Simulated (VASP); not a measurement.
# I (Fmmm) in VASP: further runs, part 3 of 3

VASP 6.6.1.

## 5. Single point, PBEsol

This run uses another cell than the first one, of 40.55 Å³/atom.

INCAR reads:

```
  PREC = Accurate
  ENCUT = 520
  EDIFF = 1E-6
  ISMEAR = -1
  SIGMA = 0.05
  LREAL = False
  LASPH = True
  NELM = 80
  ALGO = Normal
  ISIF = 2
  LWAVE = False
  LCHARG = True
  GGA = PS
  LELF = True
  LVHAR = True
  NBANDS = 10
```

KPOINTS reads:

```
Automatic mesh
0
Gamma
  6 6 6
```

POSCAR reads:

```
I
1.0
    0.0000000000      2.3656004428      3.9098401324
    2.1922454667      0.0000000000      3.9098401324
    2.1922454667      2.3656004428      0.0000000000
I
1
Direct
    0.0000000000      0.0000000000      0.0000000000
```

Potentials or basis: VASP PAW PBE potentials, release 64 (I).

Launch:

```bash
> cat potpaw_PBE.64/I/POTCAR > POTCAR
> mpirun -np 1 vasp_std > vasp.out
```

OUTCAR:

```text
PREC = Accurate
   ENCUT = 520
   EDIFF = 1E-6
   ISMEAR = -1
   LREAL = False
   LASPH = True
   NELM = 80
   ISIF = 2
   GGA = PS

 ion  position               nearest neighbor table
   1  0.000  0.000  0.000-

  LATTYP: Found a face centered orthorhombic cell.
 ALAT       =     4.3844909334
 B/A-ratio  =     1.0790764441
 C/A-ratio  =     1.7834864717

  Lattice vectors:

 A1 = (   0.0000000000,   2.3656004428,   3.9098401324)
 A2 = (   2.1922454667,   0.0000000000,   3.9098401324)
 A3 = (   2.1922454667,   2.3656004428,   0.0000000000)

Analysis of symmetry for initial positions (statically):
=====================================================================
 Subroutine PRICEL returns:
 Original cell was already a primitive cell.

 Routine SETGRP: Setting up the symmetry group for a
 face centered orthorhombic supercell.

 Subroutine GETGRP returns: Found  8 space group operations
 (whereof  8 operations were pure point group operations)
 out of a pool of  8 trial point group operations.

The static configuration has the point symmetry D_2h.

Analysis of symmetry for dynamics (positions and initial velocities):
=====================================================================
 Subroutine PRICEL returns:
 Original cell was already a primitive cell.

 Routine SETGRP: Setting up the symmetry group for a
 face centered orthorhombic supercell.

 Subroutine GETGRP returns: Found  8 space group operations
 (whereof  8 operations were pure point group operations)
 out of a pool of  8 trial point group operations.

The dynamic configuration has the point symmetry D_2h.

 Subroutine INISYM returns: Found  8 space group operations
 (whereof  8 operations are pure point group operations),
 and found     1 'primitive' translations

----------------------------------------------------------------------------------------

                                     Primitive cell

  volume of cell :      40.5527

  direct lattice vectors                    reciprocal lattice vectors
     0.000000000  2.365600443  3.909840132    -0.228076649  0.211362828  0.127882467
     2.192245467  0.000000000  3.909840132     0.228076649 -0.211362828  0.127882467
     2.192245467  2.365600443  0.000000000     0.228076649  0.211362828 -0.127882467

  length of vectors
     4.569782852  4.482498193  3.225214046     0.336224818  0.336224818  0.336224818

  position of ions in fractional coordinates (direct lattice)
     0.000000000  0.000000000  0.000000000

  ion indices of the primitive-cell ions
   primitive index   ion index
                 1           1

----------------------------------------------------------------------------------------

 KPOINTS: Automatic mesh

Automatic generation of k-mesh.
 Grid dimensions read from file:
 generate k-points for:    6    6    6

 Generating k-lattice:

  Cartesian coordinates                     Fractional coordinates (reciprocal lattice)
    -0.038012775  0.035227138  0.021313744     0.166666667  0.000000000  0.000000000
     0.038012775 -0.035227138  0.021313744     0.000000000  0.166666667  0.000000000
     0.038012775  0.035227138 -0.021313744     0.000000000  0.000000000  0.166666667

  Length of vectors
     0.056037470  0.056037470  0.056037470

  Shift w.r.t. Gamma in fractional coordinates (k-lattice)
     0.000000000  0.000000000  0.000000000

 Subroutine IBZKPT returns following result:
 ===========================================

 Found     46 irreducible k-points:

 Following reciprocal coordinates:
            Coordinates               Weight
  0.000000  0.000000  0.000000      1.000000
  0.166667 -0.000000  0.000000      8.000000
  0.333333 -0.000000 -0.000000      8.000000
  0.500000 -0.000000 -0.000000      4.000000
  0.166667  0.166667  0.000000      2.000000
  0.333333  0.166667 -0.000000      8.000000
[... 16 lines left out ...]
 -0.166667  0.166667  0.166667      8.000000
  0.500000  0.333333  0.166667      4.000000
 [... further k-points ...]
   k-points           NKPTS =     46   k-points in BZ     NKDIM =     46   number of bands    NBANDS=     10
   number of dos      NEDOS =    301   number of ions     NIONS =      1
   total plane-waves  NPLWV =  31104
   dimension x,y,z NGX =    36 NGY =   36 NGZ =   24
   dimension x,y,z NGXF=    72 NGYF=   72 NGZF=   48
   ions per type =               1
   NGX,Y,Z   is equivalent  to a cutoff of  13.10, 13.35, 12.37 a.u.
   NGXF,Y,Z  is equivalent  to a cutoff of  26.19, 26.70, 24.74 a.u.
 SYSTEM =  unknown system
   PREC   = accura    normal or accurate (medium, high low for compatibility)
   ISTART =      0    job   : 0-new  1-cont  2-samecut
   ICHARG =      2    charge: 1-file 2-atom 10-const
   ISPIN  =      1    spin polarized calculation?
   LNONCOLLINEAR =      F non collinear calculations
   LSORBIT =      F    spin-orbit coupling
   LASPH  =      T    aspherical Exc in radial PAW
   ENCUT  =  520.0 eV  38.22 Ry    6.18 a.u.   8.50  8.33  6.00*2*pi/ulx,y,z
   NELM   =     80;   NELMIN=  2; NELMDL= -5     # of ELM steps
   EDIFF  = 0.1E-05   stopping-criterion for ELM
   LREAL  =      F    real-space projection
   EDIFFG = 0.1E-04   stopping-criterion for IOM
   NSW    =      0    number of steps for IOM
   IBRION =     -1    ionic relax: 0-MD 1-quasi-New 2-CG
   NFREE  =      0    steps in history (QN), initial steepest desc. (CG)
   ISIF   =      2    stress and relaxation
   ISYM   =      2    0-nonsym 1-usesym 2-fastsym
   POTIM  = 0.5000    time-step for ionic-motion
   TEBEG  =    0.0;   TEEND  =   0.0 temperature during run
   PSTRESS=    0.0 pullay stress
   NELECT =       7.0000    total number of electrons
   NUPDOWN=      -1.0000    fix difference up-down
   EMIN   =  10.00;   EMAX   =-10.00  energy-range for DOS
   EFERMI =   0.00;   METHOD = LEGACY
   ISMEAR =    -1;   SIGMA  =   0.05  broadening in eV -4-tet -1-fermi 0-gaus
   EFERMI_NEDOS =   21; number of points for ismear=-14 and -15
   IALGO  =     38    algorithm
   IMIX   =      4    mixing-type and parameters
     AMIX     =   0.40;   BMIX     =  1.00
     AMIX_MAG =   1.60;   BMIX_MAG =  1.00
  volume/ion in A,a.u.               =      40.55       273.66
  Fermi-wavevector in a.u.,A,eV,Ry     =   0.911523  1.722529 11.304731  0.830874
  Thomas-Fermi vector in A             =   2.035812
   LORBIT       =      0    0 simple, 1 ext, 2 COOP (PROOUT), +10 PAW based schemes
   GGA     = PS    functional components
   LHFCALC =     F    Hartree Fock is set to
   AEXX    =    0.0000 exact exchange contribution
   IVDW    =     0    specifies the selected vdW correction
   LEPSILON=     F    determine dielectric tensor
   LRPA    =     F    only Hartree local field effects (RPA)
 non-spin polarized calculation
  energy-cutoff  :      520.00
  volume of cell :       40.55
 maximum number of plane-waves:      1109
 NGX is ok and might be reduce to    36
   NGX = 17   NGY = 17   NGZ = 11

 number of electron       7.0000000 magnetization

 Free energy of the ion-electron system (eV)
  ---------------------------------------------------
  ext. energy  EPLUGINS =         0.00000000
  ---------------------------------------------------
  free energy    TOTEN  =        -1.60659998 eV

  energy without entropy =       -1.59714947  energy(sigma->0) =       -1.60187473

 E-fermi :   3.0458     XC(G=0):  -8.4447

 val. band max:        3.0055297168   @ k =  -0.3333   0.3333   0.1667
 cond. band min:       3.0592843045   @ k =   0.5000   0.1667   0.1667
 fundamental gap:      0.0537545877
 Fermi energy:         3.0458391925

 k-point     1 :       0.0000    0.0000    0.0000
  band No.  band energies     occupation
      1     -10.5311      2.00000
      2       1.4450      2.00000
      3       4.1413      0.00000
      4       4.4351      0.00000
      5       7.7497      0.00000
      6      10.8423      0.00000
      7      11.4757      0.00000
      8      15.4586      0.00000
      9      15.6541      0.00000
     10      15.7713      0.00000
[... 287 lines left out ...]
 k-point    24 :       0.5000    0.3333    0.1667
  band No.  band energies     occupation
      1      -9.8407      2.00000
      2       0.2577      2.00000
      3       2.3192      2.00000
      4       2.5430      1.99991
      5      11.3264      0.00000
      6      12.7594      0.00000
      7      13.2190      0.00000
      8      14.6970      0.00000
      9      15.0067      0.00000
     10      16.1371      0.00000

 [... further k-points ...]

------------------------ aborting loop because EDIFF is reached ----------------------------------------

  FORCE on cell =-STRESS in cart. coord.  units (eV):
  Direction    XX          YY          ZZ          XY          YZ          ZX
  --------------------------------------------------------------------------------------
  -------------------------------------------------------------------------------------
  Total       -0.4215228     -0.4522372     -0.0777894     -0.0000000      0.0000000      0.0000000
  in kB      -16.6537520    -17.8672346     -3.0733458     -0.0000000      0.0000000      0.0000000
  external PRESSURE =     -12.5314441 kB  Pullay stress =       0.0000000 kB

 VOLUME and BASIS-vectors are now :
 -----------------------------------------------------------------------------
  energy-cutoff  :      520.00
  volume of cell :       40.55
      direct lattice vectors                 reciprocal lattice vectors
     0.000000000  2.365600443  3.909840132    -0.228076649  0.211362828  0.127882467
     2.192245467  0.000000000  3.909840132     0.228076649 -0.211362828  0.127882467
     2.192245467  2.365600443  0.000000000     0.228076649  0.211362828 -0.127882467

 POSITION                                       TOTAL-FORCE (eV/Angst)
 -----------------------------------------------------------------------------------
      0.00000      0.00000      0.00000         0.000000      0.000000     -0.000000
 -----------------------------------------------------------------------------------
    total drift:                                0.000000      0.000000      0.000000

  FREE ENERGIE OF THE ION-ELECTRON SYSTEM (eV)
  ---------------------------------------------------
  free  energy   TOTEN  =        -1.6065999820 eV

  energy  without entropy=       -1.5971494735  energy(sigma->0) =       -1.60187473
```

stdout:

```text
POSCAR found type information on POSCAR I
 POSCAR found :  1 types and       1 ions
 scaLAPACK will be used
 -----------------------------------------------------------------------------
|                                                                             |
|                                                                             |
|     You enforced a specific xc type in the INCAR file but a different       |
|     I HOPE YOU KNOW WHAT YOU ARE DOING!                                     |
|                                                                             |
 -----------------------------------------------------------------------------

 LDA part: xc-table for (Slater+PW92), standard interpolation
 POSCAR, INCAR and KPOINTS ok, starting setup
 FFT: planning ... GRIDC
 FFT: planning ... GRID_SOFT
 FFT: planning ... GRID
 WAVECAR not read
 entering main loop
```

Run time: 19 s. Hardware: 1 thread of Intel Xeon Platinum 8259CL at 2.50GHz (Skylake/Cascade Lake), shared host; peak memory 0.18 GiB.

What came out:

```yaml
Free_energy: -1.6066 eV
Pressure: -1.3 GPa
Band_gap_on_the_k_mesh: zero (an odd number of electrons rules out a gap without spin polarisation)
```

Levels at points of the mesh, in eV from the Fermi level:
```tsv
k point	band 1	band 2	band 3	band 4	band 5	band 6	band 7	band 8	band 9
(0.00, 0.00, 0.00)	-13.58	-1.60	1.10	1.39	4.70	7.80	8.43	12.41	12.61
(0.50, 0.00, 0.00)	-12.12	-4.91	-1.39	2.04	4.99	9.40	10.82	12.18	12.63
(0.50, 0.50, 0.00)	-13.33	-3.77	0.87	1.18	7.26	7.49	10.87	14.90	15.45
(0.50, 0.00, 0.50)	-10.81	-4.08	-3.16	-0.13	4.18	6.85	9.88	10.66	11.37
(0.00, 0.50, 0.50)	-10.78	-3.76	-3.46	-0.43	4.12	5.98	10.64	10.89	12.28
```

Caveat: the PAW data sets were made with another functional, which shifts forces and pressure a little; spin-orbit coupling is left out, which moves the levels of the heavy elements; an odd number of electrons without spin polarisation forces a metal; a magnetic or distorted state may lie lower.

## 6. Single point, HSE06

This run uses another cell than the first one, of 40.55 Å³/atom.

POSCAR is that of step 5.

INCAR.step1 reads:

```
SYSTEM = I
PREC = Accurate ; ENCUT = 520
EDIFF = 1E-5 ; ISMEAR = -1
SIGMA = 0.05 ; LREAL = .FALSE.
LASPH = .TRUE. ; NELM = 60
ALGO = Normal ; ISIF = 2
LWAVE = .TRUE. ; LCHARG = .FALSE.
NBANDS = 10 ; GGA = PE
```

INCAR.step2 reads:

```
SYSTEM = I
PREC = Accurate ; ENCUT = 520
EDIFF = 1E-6 ; ISMEAR = -1
SIGMA = 0.05 ; LREAL = .FALSE.
LASPH = .TRUE. ; NELM = 60
ALGO = Normal ; ISIF = 2
LWAVE = .FALSE. ; LCHARG = .FALSE.
GGA = PE ; LHFCALC = .TRUE.
HFSCREEN = 0.2079 ; PRECFOCK = Normal
NBANDS = 10 ; ISTART = 1
```

KPOINTS reads:

```
Automatic mesh
0
G
  6 6 6
  0 0 0
```

Potentials or basis: VASP PAW PBE potentials, release 64 (I).

Launch:

```bash
> cat potpaw_PBE.64/I/POTCAR > POTCAR
> cp INCAR.step1 INCAR
> mpirun -np 1 vasp_std > vasp.out
> cp INCAR.step2 INCAR
> mpirun -np 1 vasp_std > vasp.out
```

It took 44 min on 1 thread of Intel Xeon Platinum 8259CL at 2.50GHz (Skylake/Cascade Lake), shared host; peak memory 0.29 GiB.

The run converged. Its results:

```yaml
Free_energy: -1.7269 eV
Pressure: -0.7 GPa
Band_gap_on_the_k_mesh: zero (an odd number of electrons rules out a gap without spin polarisation)
```

Stress tensor (GPa, compression positive):
```
-1.16  0.00  0.00
 0.00 -1.46  0.00
 0.00  0.00  0.63
```

Levels at points of the mesh, in eV from the Fermi level:
| k point | band 1 | band 2 | band 3 | band 4 | band 5 | band 6 | band 7 | band 8 |
| --- | --- | --- | --- | --- | --- | --- | --- | --- |
| (0.00, 0.00, 0.00) | -15.10 | -2.24 | 1.20 | 1.57 | 5.39 | 8.43 | 9.16 | 13.29 |
| (0.50, 0.00, 0.00) | -13.46 | -5.63 | -1.99 | 2.36 | 5.62 | 10.16 | 11.77 | 13.08 |
| (0.50, 0.50, 0.00) | -14.82 | -4.51 | 0.95 | 1.34 | 7.87 | 8.19 | 11.81 | 15.88 |
| (0.50, 0.00, 0.50) | -11.97 | -4.68 | -3.70 | -0.65 | 4.78 | 7.52 | 10.66 | 11.57 |
| (0.00, 0.50, 0.50) | -11.93 | -4.35 | -4.02 | -0.96 | 4.72 | 6.63 | 11.45 | 11.81 |

Caveat: the PAW data sets were made with another functional, which shifts forces and pressure a little; spin-orbit coupling is left out, which moves the levels of the heavy elements; an odd number of electrons without spin polarisation forces a metal; a magnetic or distorted state may lie lower.

## 7. Overview

| level | potentials or basis | spin | cell | k mesh | grid for exact exchange (PRECFOCK) | share of exact exchange | screening parameter | gap on the mesh (eV) | pressure (GPa) |
| --- | --- | --- | --- | --- | --- | --- | --- | --- | --- |
| PBE-based screened hybrid with 25 % exact exchange | VASP PAW PBE potentials, release 64 (I) | off | a = 5.006, b = 4.858, c = 3.186 Å, angles 73.7, 68.6, 37.6°, 1 atom | 5 × 5 × 5 | Normal | 0.25 | 0.3 1/Å | none | -0.1 |
| HF | VASP PAW PBE potentials, release 64 (I) | off | a = 5.638, b = 5.517, c = 3.232 Å, angles 75.2, 71.1, 33.7°, 1 atom | 5 × 5 × 5 | Normal | 1 | - | none | -0.5 |
| LDA | VASP PAW LDA potentials, release 64 (I) | non-collinear, zero start, SOC | a = 4.659, b = 4.570, c = 3.288 Å, angles 70.6, 67.7, 41.7°, 1 atom | 9 × 9 × 9 | - | - | - | - | -2.9 |
| PBEsol | VASP PAW PBE potentials, release 64 (I) | off | a = 4.570, b = 4.482, c = 3.225 Å, angles 70.6, 67.7, 41.7°, 1 atom | 6 × 6 × 6 | - | - | - | none | -1.3 |
| HSE06 | VASP PAW PBE potentials, release 64 (I) | off | a = 4.570, b = 4.482, c = 3.225 Å, angles 70.6, 67.7, 41.7°, 1 atom | 6 × 6 × 6 | Normal | 0.25 | 0.2079 1/Å | none | -0.7 |

Alike in all rows: task single point; cutoff (eV) 520; smearing fermi-dirac 0.05 eV.

Caveats: some runs use coarse meshes; the PAW data sets were made with another functional, which shifts forces and pressure a little (at least some runs); spin-orbit coupling is left out, which moves the levels of the heavy elements (at least some runs); an odd number of electrons without spin polarisation forces a metal (at least some runs); a magnetic or distorted state may lie lower (at least some runs).

Absolute energies hang on the potentials; compare differences alone.

The gap in the log of VASP goes by the Fermi energy; the results here count the filled bands.